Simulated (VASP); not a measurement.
# BN (P6_3/mmc) in VASP: notebook

Runs on BN. Level: PBEsol. Tasks: single point.

All numbers are computed with VASP 6.6.1; they aren't measurements. Logs are shortened: lines on timing, memory, paths and dates and some standing lists are left out, and cuts for length are marked.

**1. The cell of the first run**

The structure is hexagonal, space group P6_3/mmc (No. 194). The conventional cell has a = 2.501 Å, b = 2.501 Å, c = 7.555 Å, α = 90.00°, β = 90.00°, γ = 120.00°. Within 1.9 Å of B (site symmetry -6m2) lie 3 N at 1.44 Å. Within 1.9 Å of N (site symmetry -6m2) lie 3 B at 1.44 Å.

**2. Single point, PBEsol (volume 10.234 Å^3 an atom, c/a of the conventional cell 3.0202)**

INCAR

```
SYSTEM = BN
PREC     = Accurate       ! precision mode
ENCUT    = 520            ! plane-wave cutoff, eV
EDIFF    = 1E-6           ! SCF threshold, eV
ISMEAR   = 0              ! smearing method
SIGMA    = 0.05           ! smearing width, eV
LREAL    = .FALSE.        ! projectors in reciprocal space
LASPH    = .TRUE.         ! aspherical terms in the spheres
NELM     = 60             ! most SCF steps
ALGO     = Normal         ! electronic algorithm
ISIF     = 2              ! what is computed and relaxed
LWAVE    = .FALSE.        ! write WAVECAR
LCHARG   = .FALSE.        ! write CHGCAR
GGA      = PS             ! functional
NBANDS   = 16             ! bands
```

KPOINTS

```
Automatic mesh
0
G
  12 12 4
  0 0 0
```

POSCAR

```
BN
1.0
    2.5013800956      0.0000000000      0.0000000000
   -1.2506900478      2.1662587073      0.0000000000
    0.0000000000      0.0000000000      7.5546681647
B N
2 2
Direct
    0.3333333333      0.6666666667      0.2500000000
    0.6666666667      0.3333333333      0.7500000000
    0.3333333333      0.6666666667      0.7500000000
    0.6666666667      0.3333333333      0.2500000000
```

Potentials or basis: VASP PAW PBE potentials, release 64 (B, N).

Command:

```sh
cat potpaw_PBE.64/B/POTCAR potpaw_PBE.64/N/POTCAR > POTCAR
mpirun -np 1 vasp_std > vasp.out
```

OUTCAR:

```text
SYSTEM = BN
   PREC = Accurate
   ENCUT = 520
   EDIFF = 1E-6
   ISMEAR = 0
   LREAL = .FALSE.
   LASPH = .TRUE.
   NELM = 60
   ISIF = 2
   GGA = PS

 ion  position               nearest neighbor table
   1  0.333  0.667  0.250-   4 1.44   4 1.44   4 1.44
   2  0.667  0.333  0.750-   3 1.44   3 1.44   3 1.44
   3  0.333  0.667  0.750-   2 1.44   2 1.44   2 1.44
   4  0.667  0.333  0.250-   1 1.44   1 1.44   1 1.44

  LATTYP: Found a hexagonal cell.
 ALAT       =     2.5013800956
 C/A-ratio  =     3.0202000000

  Lattice vectors:

 A1 = (   2.5013800956,   0.0000000000,   0.0000000000)
 A2 = (  -1.2506900478,   2.1662587073,   0.0000000000)
 A3 = (   0.0000000000,   0.0000000000,   7.5546681647)

Analysis of symmetry for initial positions (statically):
=====================================================================
 Subroutine PRICEL returns:
 Original cell was already a primitive cell.

 Routine SETGRP: Setting up the symmetry group for a
 hexagonal supercell.

 Subroutine GETGRP returns: Found 24 space group operations
 (whereof 12 operations were pure point group operations)
 out of a pool of 24 trial point group operations.

The static configuration has the point symmetry D_3d.
 The point group associated with its full space group is D_6h.

Analysis of symmetry for dynamics (positions and initial velocities):
=====================================================================
 Subroutine PRICEL returns:
 Original cell was already a primitive cell.

 Routine SETGRP: Setting up the symmetry group for a
 hexagonal supercell.

 Subroutine GETGRP returns: Found 24 space group operations
 (whereof 12 operations were pure point group operations)
 out of a pool of 24 trial point group operations.

The dynamic configuration has the point symmetry D_3d.
 The point group associated with its full space group is D_6h.

 Subroutine INISYM returns: Found 24 space group operations
 (whereof 12 operations are pure point group operations),
 and found     1 'primitive' translations

----------------------------------------------------------------------------------------

                                     Primitive cell

  volume of cell :      40.9360

  direct lattice vectors                    reciprocal lattice vectors
     2.501380096  0.000000000  0.000000000     0.399779307  0.230812690  0.000000000
    -1.250690048  2.166258707  0.000000000     0.000000000  0.461625380  0.000000000
     0.000000000  0.000000000  7.554668165     0.000000000  0.000000000  0.132368488

  length of vectors
     2.501380096  2.501380096  7.554668165     0.461625380  0.461625380  0.132368488

  position of ions in fractional coordinates (direct lattice)
     0.333333333  0.666666667  0.250000000
     0.666666667  0.333333333  0.750000000
     0.333333333  0.666666667  0.750000000
     0.666666667  0.333333333  0.250000000

  ion indices of the primitive-cell ions
   primitive index   ion index
                 1           1
                 2           2
                 3           3
                 4           4

----------------------------------------------------------------------------------------

 KPOINTS: Automatic mesh

Automatic generation of k-mesh.
 Grid dimensions read from file:
 generate k-points for:   12   12    4

 Generating k-lattice:

  Cartesian coordinates                     Fractional coordinates (reciprocal lattice)
     0.033314942  0.019234391  0.000000000     0.083333333  0.000000000  0.000000000
     0.000000000  0.038468782  0.000000000     0.000000000  0.083333333  0.000000000
     0.000000000  0.000000000  0.033092122     0.000000000  0.000000000  0.250000000

  Length of vectors
     0.038468782  0.038468782  0.033092122

  Shift w.r.t. Gamma in fractional coordinates (k-lattice)
     0.000000000  0.000000000  0.000000000

 Subroutine IBZKPT returns following result:
 ===========================================

 Found     57 irreducible k-points:

 Following reciprocal coordinates:
            Coordinates               Weight
  0.000000  0.000000  0.000000      1.000000
  0.083333  0.000000  0.000000      6.000000
  0.166667  0.000000  0.000000      6.000000
  0.250000  0.000000  0.000000      6.000000
  0.333333  0.000000  0.000000      6.000000
  0.416667  0.000000  0.000000      6.000000
[... 16 lines left out ...]
  0.250000  0.000000  0.250000     12.000000
  0.333333  0.000000  0.250000     12.000000
 [... further k-points ...]
   k-points           NKPTS =     57   k-points in BZ     NKDIM =     57   number of bands    NBANDS=     16
   number of dos      NEDOS =    301   number of ions     NIONS =      4
   total plane-waves  NPLWV =  22400
   dimension x,y,z NGX =    20 NGY =   20 NGZ =   56
   dimension x,y,z NGXF=    40 NGYF=   40 NGZF=  112
   ions per type =               2   2
   NGX,Y,Z   is equivalent  to a cutoff of  13.29, 13.29, 12.32 a.u.
   NGXF,Y,Z  is equivalent  to a cutoff of  26.58, 26.58, 24.65 a.u.
 SYSTEM =  BN
   PREC   = accura    normal or accurate (medium, high low for compatibility)
   ISTART =      0    job   : 0-new  1-cont  2-samecut
   ICHARG =      2    charge: 1-file 2-atom 10-const
   ISPIN  =      1    spin polarized calculation?
   LNONCOLLINEAR =      F non collinear calculations
   LSORBIT =      F    spin-orbit coupling
   LASPH  =      T    aspherical Exc in radial PAW
   ENCUT  =  520.0 eV  38.22 Ry    6.18 a.u.   4.65  4.65 14.05*2*pi/ulx,y,z
   NELM   =     60;   NELMIN=  2; NELMDL= -5     # of ELM steps
   EDIFF  = 0.1E-05   stopping-criterion for ELM
   LREAL  =      F    real-space projection
   EDIFFG = 0.1E-04   stopping-criterion for IOM
   NSW    =      0    number of steps for IOM
   IBRION =     -1    ionic relax: 0-MD 1-quasi-New 2-CG
   NFREE  =      0    steps in history (QN), initial steepest desc. (CG)
   ISIF   =      2    stress and relaxation
   ISYM   =      2    0-nonsym 1-usesym 2-fastsym
   POTIM  = 0.5000    time-step for ionic-motion
   TEBEG  =    0.0;   TEEND  =   0.0 temperature during run
   PSTRESS=    0.0 pullay stress
   NELECT =      16.0000    total number of electrons
   NUPDOWN=      -1.0000    fix difference up-down
   EMIN   =  10.00;   EMAX   =-10.00  energy-range for DOS
   EFERMI =   0.00;   METHOD = LEGACY
   ISMEAR =     0;   SIGMA  =   0.05  broadening in eV -4-tet -1-fermi 0-gaus
   EFERMI_NEDOS =   21; number of points for ismear=-14 and -15
   IALGO  =     38    algorithm
   IMIX   =      4    mixing-type and parameters
     AMIX     =   0.40;   BMIX     =  1.00
     AMIX_MAG =   1.60;   BMIX_MAG =  1.00
  volume/ion in A,a.u.               =      10.23        69.06
  Fermi-wavevector in a.u.,A,eV,Ry     =   1.196960  2.261927 19.493252  1.432714
  Thomas-Fermi vector in A             =   2.332887
   LORBIT       =      0    0 simple, 1 ext, 2 COOP (PROOUT), +10 PAW based schemes
   GGA     = PS    functional components
   LHFCALC =     F    Hartree Fock is set to
   AEXX    =    0.0000 exact exchange contribution
   IVDW    =     0    specifies the selected vdW correction
   LEPSILON=     F    determine dielectric tensor
   LRPA    =     F    only Hartree local field effects (RPA)
 non-spin polarized calculation
 Gauss-broadening in eV      SIGMA  =   0.05
  energy-cutoff  :      520.00
  volume of cell :       40.94
 maximum number of plane-waves:      1124
 NGX is ok and might be reduce to    20
   NGX =  9   NGY =  9   NGZ = 29

 number of electron      15.9999999 magnetization

 Free energy of the ion-electron system (eV)
  ---------------------------------------------------
  ext. energy  EPLUGINS =         0.00000000
  ---------------------------------------------------
  free energy    TOTEN  =       -36.56673048 eV

  energy without entropy =      -36.56673048  energy(sigma->0) =      -36.56673048

 E-fermi :   1.4721     XC(G=0):  -9.4281

 val. band max:        1.2404536960   @ k =   0.3333   0.3333   0.5000
 cond. band min:       5.6271821592   @ k =   0.5000   0.0000   0.0000
 fundamental gap:      4.3867284631
 Fermi energy:         1.4721069768

 k-point     1 :       0.0000    0.0000    0.0000
  band No.  band energies     occupation
      1     -16.4534      2.00000
      2     -16.3486      2.00000
      3      -4.5954      2.00000
      4      -3.4909      2.00000
      5      -0.0680      2.00000
      6      -0.0680      2.00000
[... 8 lines left out ...]
     15      12.8408      0.00000
     16      14.0287      0.00000

 k-point     2 :       0.0833    0.0000    0.0000
  band No.  band energies     occupation
      1     -16.3179      2.00000
      2     -16.2149      2.00000
      3      -4.4096      2.00000
      4      -3.3167      2.00000
      5      -0.6274      2.00000
      6      -0.6238      2.00000
[... 8 lines left out ...]
     15      13.4376      0.00000
     16      13.5818      0.00000

 k-point     3 :       0.1667    0.0000    0.0000
  band No.  band energies     occupation
      1     -15.9189      2.00000
      2     -15.8214      2.00000
      3      -3.8596      2.00000
      4      -2.8030      2.00000
      5      -2.0466      2.00000
      6      -2.0401      2.00000
[... 8 lines left out ...]
     15      14.9888      0.00000
     16      15.0163      0.00000

 k-point     4 :       0.2500    0.0000    0.0000
  band No.  band energies     occupation
      1     -15.2827      2.00000
      2     -15.1948      2.00000
      3      -3.8463      2.00000
      4      -3.8342      2.00000
      5      -2.9718      2.00000
      6      -1.9833      2.00000
[... 8 lines left out ...]
     15      15.4559      0.00000
     16      17.3150      0.00000

 k-point     5 :       0.3333    0.0000    0.0000
  band No.  band energies     occupation
      1     -14.4766      2.00000
      2     -14.4038      2.00000
      3      -5.6433      2.00000
      4      -5.6224      2.00000
      5      -2.3367      2.00000
      6      -2.3200      2.00000
[... 8 lines left out ...]
     15      16.4309      0.00000
     16      19.6291      0.00000

 k-point     6 :       0.4167    0.0000    0.0000
  band No.  band energies     occupation
      1     -13.6755      2.00000
      2     -13.6268      2.00000
      3      -7.0849      2.00000
      4      -7.0599      2.00000
      5      -2.7510      2.00000
      6      -2.7334      2.00000
[... 8 lines left out ...]
     15      15.6908      0.00000
     16      18.2972      0.00000
[... 267 lines left out ...]
 k-point    21 :       0.0833    0.0000    0.2500
  band No.  band energies     occupation
      1     -16.3032      2.00000
      2     -16.2303      2.00000
      3      -4.2698      2.00000
      4      -3.5020      2.00000
      5      -0.6262      2.00000
      6      -0.6234      2.00000
[... 8 lines left out ...]
     15      13.4316      0.00000
     16      13.5625      0.00000

 k-point    22 :       0.1667    0.0000    0.2500
  band No.  band energies     occupation
      1     -15.9049      2.00000
      2     -15.8360      2.00000
      3      -3.7248      2.00000
      4      -2.9838      2.00000
      5      -2.0427      2.00000
      6      -2.0379      2.00000
[... 8 lines left out ...]
     15      15.0222      0.00000
     16      15.0509      0.00000

 k-point    23 :       0.2500    0.0000    0.2500
  band No.  band energies     occupation
      1     -15.2701      2.00000
      2     -15.2079      2.00000
      3      -3.8471      2.00000
      4      -3.8379      2.00000
      5      -2.8399      2.00000
      6      -2.1450      2.00000
[... 8 lines left out ...]
     15      16.6163      0.00000
     16      17.3055      0.00000

 k-point    24 :       0.3333    0.0000    0.2500
  band No.  band energies     occupation
      1     -14.4661      2.00000
      2     -14.4146      2.00000
      3      -5.6408      2.00000
      4      -5.6260      2.00000
      5      -2.3343      2.00000
      6      -2.3225      2.00000
[... 8 lines left out ...]
     15      17.2913      0.00000
     16      19.2254      0.00000

 [... further k-points ...]
[... 5 lines left out ...]
  --------------------------------------------------------------------------------------
  -------------------------------------------------------------------------------------
  Total        0.3859136      0.3859136     -0.1132147      0.0000000      0.0000000      0.0000000
  in kB       15.1041135     15.1041135     -4.4310637      0.0000000      0.0000000      0.0000000
  external PRESSURE =       8.5923878 kB  Pullay stress =       0.0000000 kB

 VOLUME and BASIS-vectors are now :
 -----------------------------------------------------------------------------
  energy-cutoff  :      520.00
  volume of cell :       40.94
      direct lattice vectors                 reciprocal lattice vectors
     2.501380096  0.000000000  0.000000000     0.399779307  0.230812690  0.000000000
    -1.250690048  2.166258707  0.000000000     0.000000000  0.461625380  0.000000000
     0.000000000  0.000000000  7.554668165     0.000000000  0.000000000  0.132368488

 POSITION                                       TOTAL-FORCE (eV/Angst)
 -----------------------------------------------------------------------------------
     -0.00000      1.44417      1.88867         0.000000      0.000000      0.000000
      1.25069      0.72209      5.66600        -0.000000     -0.000000      0.000000
     -0.00000      1.44417      5.66600         0.000000      0.000000      0.000000
      1.25069      0.72209      1.88867        -0.000000     -0.000000      0.000000
 -----------------------------------------------------------------------------------
    total drift:                               -0.000000      0.000000      0.000000

  FREE ENERGIE OF THE ION-ELECTRON SYSTEM (eV)
  ---------------------------------------------------
  free  energy   TOTEN  =       -36.5667304835 eV

  energy  without entropy=      -36.5667304835  energy(sigma->0) =      -36.56673048
```

It took 16 s on 1 thread of AMD EPYC 9R45 (Zen 5), shared host; peak memory 0.14 GiB.

What came out:

* Free energy: -36.5667 eV
* Pressure: 0.9 GPa
* Band gap on the k mesh: 4.39 eV, indirect (least direct gap 4.62 eV)

Stress tensor (GPa, compression positive):
```
 1.51  0.00  0.00
 0.00  1.51  0.00
 0.00  0.00 -0.44
```

Caveat: the PAW data sets were made with another functional, which shifts forces and pressure a little; this functional lacks dispersion, which binds the layers, so the pressure and a relaxed spacing across them are unreliable. A k mesh can miss the band edges.

[end of part 1 of 2]
